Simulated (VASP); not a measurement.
Crystal: GaSb.

```xyz
2
Lattice="-1.5662 2.6927 2.9125 1.5662 -2.6927 2.9125 1.5662 2.6927 -2.9125" Properties=species:S:1:pos:R:3 pbc="T T T"
Sb    0.0000    0.0000    2.9125
Ga    0.0000    0.0000    0.0000
```

This cell differs from its parent crystal: volume scaled by 1.02.

Base run:

- Program: VASP 6.6.1
- Functional: LDA
- Potentials or basis: VASP PAW LDA potentials, release 64 (Sb, Ga_d)
- Cutoff: 520 eV
- k mesh: 10 × 10 × 10
- Occupations: fermi-dirac, width 0.05 eV
- Spin: no spin polarisation

Its results: band gap on the k mesh zero (band 9 reaches 7.98 eV, above the bottom of band 10 at 3.72 eV); pressure -5.3 GPa.

Question: The run is repeated on the same cell with these changes: functional from LDA to PBEsol; potentials or basis from VASP PAW LDA potentials, release 64 (Sb, Ga_d) to VASP PAW PBE potentials, release 64 (Sb, Ga_d). What comes out?

Answer: Band gap on the k mesh zero (band 9 reaches 8.07 eV, above the bottom of band 10 at 3.73 eV); pressure -4.1 GPa.

Caveats: spin-orbit coupling is left out, which moves the levels of the heavy elements; the PAW data sets were made with another functional, which shifts forces and pressure a little (some runs).
